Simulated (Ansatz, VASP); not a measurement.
## TaN in VASP and in Ansatz

```xyz
2
Lattice="-0.2532 2.0290 2.0290 2.0290 -0.2532 2.0290 2.0290 2.0290 -0.2532" Properties=species:S:1:pos:R:3 pbc="T T T"
Ta    1.9024    1.9024    1.9024
N     0.0000    0.0000    0.0000
```

Alike in both runs: task single point; functional PBEsol; k mesh 20 × 20 × 20; occupations gaussian, width 0.15 eV; no spin polarisation.

|  | VASP | Ansatz |
| --- | --- | --- |
| version | VASP 6.6.1 | Ansatz 0.2.0 |
| potentials or method | VASP PAW PBE potentials, release 64 (Ta_pv, N), cutoff 520 eV | scalar-relativistic, plane waves, PAW |
| valence electrons in the cell | 16 | 18 |

Ansatz gave:

```
gap on the k mesh at the Fermi level (eV)                     : none
pressure (GPa)                                                : 22.4
traceless stress, the component that is largest in VASP (GPa) : 11.67
```

Which values does VASP return?

gap on the k mesh at the Fermi level (eV): none; pressure (GPa): 24.0; traceless stress, the component that is largest in VASP (GPa): 11.55.

VASP's potentials were made for PBE, not for PBEsol, and Ansatz warns of the same on its side. A gap of «none» marks a metal or a gap that the smearing closes. The functional is the same, so the differences come from potentials, cutoffs and numerics. VASP's potentials hold 16 valence electrons a cell and Ansatz's 18, so a difference there can come from the potentials and not from the codes.

Spin-orbit coupling is off throughout.
